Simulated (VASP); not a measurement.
Mn2Ni:

```
CELL_PARAMETERS angstrom
0.00000 2.59682 2.59682
2.59682 0.00000 2.59682
2.59682 2.59682 0.00000
ATOMIC_POSITIONS crystal
Mn 0.25000 0.25000 0.25000
Mn 0.75000 0.75000 0.75000
Ni 0.00000 0.00000 0.00000
```

```yaml
Program: VASP 6.6.1
Task: relaxation of cell and atoms
Functional: PBE
Potentials_or_basis: VASP PAW PBE potentials, release 64 (Mn_pv, Ni)
Cutoff: 600 eV
k_mesh: 6 × 6 × 6
Occupations: gaussian, width 0.1 eV
Spin: collinear spin, ferromagnetic start
Starting_moments: "[2.1, 2.1, 0.47] μB"
```

At the start: pressure 31.8 GPa; volume 11.67 Å³/atom.

Task: How do energy, volume and symmetry change on relaxing?

Result: Over 4 steps the energy falls by 382.6 meV/atom and the volume is 15.31 Å³/atom (+31.1 %); space group Fm-3m (No. 225, to 0.1 Å) before and after; moment 8.06 μB per cell.

The path:
```csv
step,energy change (eV),largest force (eV/Å),pressure (GPa),volume (Å³)
1,0.0000,0.0000,31.79,35.02
2,-1.1189,0.0000,-4.09,48.13
3,-1.1458,0.0000,-1.12,46.48
4,-1.1477,0.0000,-0.01,45.92
```

Final structure:
```
Mn Ni
1.0
     0.00000    2.84223    2.84223
     2.84223    0.00000    2.84223
     2.84223    2.84223    0.00000
Mn Ni
2 1
Cartesian
  1.4211 1.4211 1.4211
  4.2634 4.2634 4.2634
  0.0000 0.0000 0.0000
```

Caveat: the volume moved by over 15 % at a fixed basis, so the end points are rough.
